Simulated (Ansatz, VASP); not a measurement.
# Si: VASP beside Ansatz

```
Si
1.0
     0.00000    2.71356    2.71356
     2.71356    0.00000    2.71356
     2.71356    2.71356    0.00000
Si
2
Direct
  0.75000 0.75000 0.75000
  0.50000 0.50000 0.50000
```

Alike in both runs: task single point; functional revPBE; k mesh 8 × 8 × 8; no spin polarisation.

|  | VASP | Ansatz |
| --- | --- | --- |
| version | VASP 6.6.1 | Ansatz 0.2.0 |
| potentials or method | VASP PAW PBE potentials, release 64 (Si) | plane waves, PAW |
| plane-wave cutoff (eV) | 500 | 420 |
| occupations | gaussian, width 0.01 eV | fixed |
| valence electrons in the cell | 8 | 8 |

|  | VASP | Ansatz | Ansatz less VASP |
| --- | --- | --- | --- |
| gap on the k mesh at the Fermi level (eV) | 0.65 | 0.65 | +0.001 |
| pressure (GPa) | 3.2 | 3.4 | +0.21 |

VASP's potentials were made for PBE, not for revPBE.
